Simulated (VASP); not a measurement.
# MgTe in VASP: single point with PBEsol

Aim: the single point of MgTe with PBEsol.

All numbers are computed with VASP 6.6.1; they aren't measurements. Logs are shortened: lines on timing, memory, paths and dates and some standing lists are left out, and cuts for length are marked.

## Step 1: The cell of the first run

The cell holds a slab with vacuum, 16 atoms: a = 4.553 Å, b = 6.439 Å, c = 28.935 Å, α = 90.00°, β = 90.00°, γ = 90.00°.

## Step 2: Single point, PBEsol

INCAR

```
SYSTEM = MgTe
ALGO = Normal
EDIFF = 1E-6
ENCUT = 520
GGA = PS
ISIF = 2
ISMEAR = -1
LASPH = .TRUE.
LCHARG = .TRUE.
LELF = .TRUE.
LREAL = Auto
LVHAR = .TRUE.
LWAVE = .FALSE.
NBANDS = 46
NELM = 60
PREC = Accurate
SIGMA = 0.05
```

KPOINTS

```
k-points
0
G
  6 4 1
  0 0 0
```

POSCAR

```
MgTe
1.0
    3.2194050000     -3.2194050000      0.0000000000
    0.0000000000      0.0000000000      6.4388090000
  -20.4603040000    -20.4603040000      0.0000000000
Mg Te
8 8
Direct
    0.0005410000      0.0127780000      0.5404440000
    0.0001890000      0.9365630000      0.2440590000
    0.0004800000      0.0156280000      0.7006420000
    0.9998970000      0.0116020000      0.3834750000
    0.5001430000      0.4369520000      0.7558050000
    0.5006270000      0.5124800000      0.4594390000
    0.5006810000      0.5119180000      0.6163570000
    0.5003460000      0.5153350000      0.2992640000
    0.0003250000      0.2366880000      0.7821870000
    0.0006010000      0.2627540000      0.4616930000
    0.0006630000      0.2598690000      0.6198020000
    0.0002790000      0.2634630000      0.3049680000
    0.5004200000      0.7637780000      0.6948910000
    0.5003260000      0.7595320000      0.3800790000
    0.5005610000      0.7630270000      0.5381230000
    0.5001810000      0.7361790000      0.2176920000
```

Potentials or basis: VASP PAW PBE potentials, release 64 (Mg, Te).

Started as:

```bash
$ cat potpaw_PBE.64/Mg/POTCAR potpaw_PBE.64/Te/POTCAR > POTCAR
$ mpirun -np 1 vasp_std > vasp.out
```

OUTCAR:

```text
SYSTEM = MgTe
   EDIFF = 1E-6
   ENCUT = 520
   GGA = PS
   ISIF = 2
   ISMEAR = -1
   LASPH = .TRUE.
   LREAL = Auto
   NELM = 60
   PREC = Accurate

 ion  position               nearest neighbor table
   1  0.001  0.013  0.540-  15 2.79  15 2.79  10 2.79  11 2.79
   2  0.000  0.937  0.244-  16 2.73  16 2.73  12 2.75
   3  0.000  0.016  0.701-   9 2.76  13 2.80  13 2.80  11 2.82
   4  1.000  0.012  0.383-  10 2.78  12 2.79  14 2.80  14 2.80
   5  0.500  0.437  0.756-   9 2.72   9 2.73  13 2.74
   6  0.501  0.512  0.459-  10 2.79  10 2.79  15 2.79  14 2.79
   7  0.501  0.512  0.616-  15 2.78  13 2.79  11 2.80  11 2.80
   8  0.500  0.515  0.299-  16 2.76  12 2.80  12 2.80  14 2.82
   9  0.000  0.237  0.782-   5 2.72   5 2.73   3 2.76
  10  0.001  0.263  0.462-   4 2.78   6 2.79   6 2.79   1 2.79
  11  0.001  0.260  0.620-   1 2.79   7 2.80   7 2.80   3 2.82
  12  0.000  0.263  0.305-   2 2.75   4 2.79   8 2.80   8 2.80
  13  0.500  0.764  0.695-   5 2.74   7 2.79   3 2.80   3 2.80
  14  0.500  0.760  0.380-   6 2.79   4 2.80   4 2.80   8 2.82
  15  0.501  0.763  0.538-   7 2.78   1 2.79   1 2.79   6 2.79
  16  0.500  0.736  0.218-   2 2.73   2 2.73   8 2.76

  LATTYP: Found a simple orthorhombic cell.
 ALAT       =     4.5529262138
 B/A-ratio  =     1.4142133427
 C/A-ratio  =     6.3553060270

  Lattice vectors:

 A1 = (   3.2194050000,  -3.2194050000,   0.0000000000)
 A2 = (   0.0000000000,   0.0000000000,   6.4388090000)
 A3 = ( -20.4603040000, -20.4603040000,   0.0000000000)

Analysis of symmetry for initial positions (statically):
=====================================================================
 Subroutine PRICEL returns:
 Original cell was already a primitive cell.

 Routine SETGRP: Setting up the symmetry group for a
 simple orthorhombic supercell.

 Subroutine GETGRP returns: Found  1 space group operations
 (whereof  1 operations were pure point group operations)
 out of a pool of  8 trial point group operations.

The static configuration has the point symmetry C_1 .

Analysis of symmetry for dynamics (positions and initial velocities):
=====================================================================
 Subroutine PRICEL returns:
 Original cell was already a primitive cell.

 Routine SETGRP: Setting up the symmetry group for a
 simple orthorhombic supercell.

 Subroutine GETGRP returns: Found  1 space group operations
 (whereof  1 operations were pure point group operations)
 out of a pool of  8 trial point group operations.

The dynamic configuration has the point symmetry C_1 .

 Subroutine INISYM returns: Found  1 space group operations
[... 121 lines left out ...]
   ISYM   =      2    0-nonsym 1-usesym 2-fastsym
   POTIM  = 0.5000    time-step for ionic-motion
   TEBEG  =    0.0;   TEEND  =   0.0 temperature during run
   PSTRESS=    0.0 pullay stress
   NELECT =      64.0000    total number of electrons
   NUPDOWN=      -1.0000    fix difference up-down
   EMIN   =  10.00;   EMAX   =-10.00  energy-range for DOS
   EFERMI =   0.00;   METHOD = LEGACY
   ISMEAR =    -1;   SIGMA  =   0.05  broadening in eV -4-tet -1-fermi 0-gaus
   EFERMI_NEDOS =   21; number of points for ismear=-14 and -15
   IALGO  =     38    algorithm
   IMIX   =      4    mixing-type and parameters
     AMIX     =   0.40;   BMIX     =  1.00
     AMIX_MAG =   1.60;   BMIX_MAG =  1.00
  volume/ion in A,a.u.               =      53.02       357.77
  Fermi-wavevector in a.u.,A,eV,Ry     =   0.691768  1.307252  6.510971  0.478543
  Thomas-Fermi vector in A             =   1.773512
   LORBIT       =      0    0 simple, 1 ext, 2 COOP (PROOUT), +10 PAW based schemes
   GGA     = PS    functional components
   LHFCALC =     F    Hartree Fock is set to
   AEXX    =    0.0000 exact exchange contribution
   IVDW    =     0    specifies the selected vdW correction
   LEPSILON=     F    determine dielectric tensor
   LRPA    =     F    only Hartree local field effects (RPA)
 non-spin polarized calculation
  energy-cutoff  :      520.00
  volume of cell :      848.25
 maximum number of plane-waves:     22904
 NGX is ok and might be reduce to    36
   NGX = 17   NGY = 23   NGZ =107

 number of electron      64.0000003 magnetization

 Free energy of the ion-electron system (eV)
  ---------------------------------------------------
  ext. energy  EPLUGINS =         0.00000000
  ---------------------------------------------------
  free energy    TOTEN  =       -53.80426570 eV

  energy without entropy =      -53.80426570  energy(sigma->0) =      -53.80426570

 E-fermi :   0.1571     XC(G=0):  -5.4497

 val. band max:       -0.9957281778   @ k =   0.0000   0.0000   0.0000
 cond. band min:       1.4469394340   @ k =   0.0000   0.0000   0.0000
 fundamental gap:      2.4426676118
 Fermi energy:         0.1570830148

 k-point     1 :       0.0000    0.0000    0.0000
  band No.  band energies     occupation
      1     -11.2124      2.00000
      2     -11.0760      2.00000
      3     -10.8820      2.00000
      4     -10.6392      2.00000
      5     -10.5011      2.00000
      6     -10.4569      2.00000
[... 647 lines left out ...]
     43       3.9414      0.00000
     44       3.9425      0.00000
 [bands above 44 left out]

------------------------ aborting loop because EDIFF is reached ----------------------------------------

  FORCE on cell =-STRESS in cart. coord.  units (eV):
  Direction    XX          YY          ZZ          XY          YZ          ZX
  --------------------------------------------------------------------------------------
  -------------------------------------------------------------------------------------
  Total       -0.3977706     -0.3984373     -0.4029759      0.4808223      0.0014920      0.0156687
  in kB       -0.7513115     -0.7525708     -0.7611433      0.9081799      0.0028181      0.0295952
  external PRESSURE =      -0.7550085 kB  Pullay stress =       0.0000000 kB

 VOLUME and BASIS-vectors are now :
 -----------------------------------------------------------------------------
  energy-cutoff  :      520.00
  volume of cell :      848.25
      direct lattice vectors                 reciprocal lattice vectors
     3.219405000 -3.219405000  0.000000000     0.155308201 -0.155308201  0.000000000
     0.000000000  0.000000000  6.438809000     0.000000000  0.000000000  0.155308225
   -20.460304000-20.460304000  0.000000000    -0.024437565 -0.024437565  0.000000000

 POSITION                                       TOTAL-FORCE (eV/Angst)
 -----------------------------------------------------------------------------------
    -11.05591    -11.05939      0.08228        -0.013169     -0.013455      0.009986
     -4.99291     -4.99413      6.03035         0.003838      0.004342     -0.019127
    -14.33380    -14.33689      0.10063        -0.007819     -0.006237     -0.026096
     -4.62694    -11.06509      0.07470        -0.007745     -0.017980      0.001190
    -13.85384    -17.07416      2.81345        -0.000737     -0.007190     -0.017853
     -7.78854    -11.01198      3.29976         0.012572      0.013037      0.012053
[... 8 lines left out ...]
     -9.39865    -12.62167      4.91299        -0.000083     -0.002404     -0.009379
     -2.84376     -6.06433      4.74012         0.003418      0.001443      0.014939
 -----------------------------------------------------------------------------------
    total drift:                                0.005654      0.001059     -0.000544

  FREE ENERGIE OF THE ION-ELECTRON SYSTEM (eV)
  ---------------------------------------------------
  free  energy   TOTEN  =       -53.8042657025 eV

  energy  without entropy=      -53.8042657025  energy(sigma->0) =      -53.80426570
```

OSZICAR:

```text
N       E                     dE             d eps       ncg     rms          rms(c)
DAV:   1     0.308948733246E+03    0.30895E+03   -0.19435E+04  1288   0.100E+03
DAV:   2    -0.146910780011E+02   -0.32364E+03   -0.30887E+03  1774   0.152E+02
DAV:   3    -0.539598990393E+02   -0.39269E+02   -0.39002E+02  1624   0.543E+01
[... 15 lines left out ...]
DAV:  19    -0.538042572812E+02   -0.15827E-04   -0.67990E-07  1124   0.262E-03    0.258E-03
DAV:  20    -0.538042612448E+02   -0.39635E-05   -0.12893E-07  1040   0.117E-03    0.154E-03
DAV:  21    -0.538042638853E+02   -0.26405E-05   -0.12029E-07   984   0.115E-03    0.565E-04
DAV:  22    -0.538042652723E+02   -0.13870E-05   -0.67004E-08   980   0.652E-04    0.494E-04
DAV:  23    -0.538042657025E+02   -0.43024E-06   -0.15111E-08   922   0.321E-04
   1 F= -.53804266E+02 E0= -.53804266E+02  d E =-.458097E-10
```

Wall time 14 min (1 thread of Intel Xeon Platinum 8488C (Sapphire Rapids), shared host); peak memory 0.9 GiB.

What came out:

```yaml
Free_energy: -53.8043 eV
Largest_force: 0.029 eV/Å
Band_gap_on_the_k_mesh: 2.44 eV
```

Forces on the atoms (eV/Å):
```
Mg  -0.013 -0.013  0.010
Mg   0.004  0.004 -0.019
Mg  -0.008 -0.006 -0.026
Mg  -0.008 -0.018  0.001
Mg  -0.001 -0.007 -0.018
Mg   0.013  0.013  0.012
Mg   0.011  0.012  0.003
Mg   0.007  0.009 -0.027
Te  -0.008 -0.001  0.015
Te  -0.001  0.000 -0.010
Te   0.011  0.010 -0.001
Te   0.003  0.002  0.026
Te   0.004  0.001  0.028
Te  -0.017 -0.006  0.000
Te   0.000 -0.002 -0.009
Te   0.003  0.001  0.015
```

Caveat: there is no dipole correction, which matters where the two faces differ; the PAW data sets were made with another functional, which shifts forces and pressure a little; spin-orbit coupling is left out, which moves the levels of the heavy elements.
